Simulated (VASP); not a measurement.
## B2N: single point with PBE

The system is B2N.

```
CELL_PARAMETERS angstrom
3.53851 0.00000 0.00000
0.00000 3.53851 0.00000
0.00000 0.00000 3.53851
ATOMIC_POSITIONS crystal
B 0.75000 0.75000 0.75000
B 0.25000 0.25000 0.75000
B 0.25000 0.75000 0.25000
B 0.75000 0.25000 0.25000
N 0.00000 0.00000 0.00000
N 0.50000 0.50000 0.50000
```

```yaml
Program: VASP 6.6.1
Task: single point
Functional: PBE
Potentials_or_basis: VASP PAW PBE potentials, release 64 (B, N)
Cutoff: 600 eV
k_mesh: 4 × 4 × 4
Occupations: gaussian, width 0.2 eV
Spin: no spin polarisation
Dipole_correction: no
Further_INCAR_settings: ALGO = Normal; EDIFF = 1e-06; NBANDS = 20
```

```json
{
  "Pressure": "-0.2 GPa",
  "Band gap on the k mesh": "zero (band 11 reaches 7.90 eV, above the bottom of band 12 at 7.50 eV)"
}
```

Levels at points of the mesh, in eV from the Fermi level:
```tsv
k point	band 8	band 9	band 10	band 11	band 12	band 13	band 14	band 15
(0.00, 0.00, 0.00)	-8.07	-5.12	-5.12	-3.06	2.91	2.91	2.91	7.05
(0.50, 0.00, 0.00)	-8.54	-2.45	-2.45	-0.01	-0.01	2.39	2.39	2.70
(0.50, 0.50, 0.00)	-8.17	-3.22	-3.22	0.23	0.23	3.09	3.09	3.94
(0.50, 0.50, 0.50)	-10.41	-0.86	-0.86	-0.86	3.15	3.15	3.15	5.87
```

It took 19 s on 1 thread of Intel Xeon 8259CL, with other jobs on the host, peak memory 0.15 GiB.

Caveat: the k points lie up to 0.44 Å⁻¹ apart.
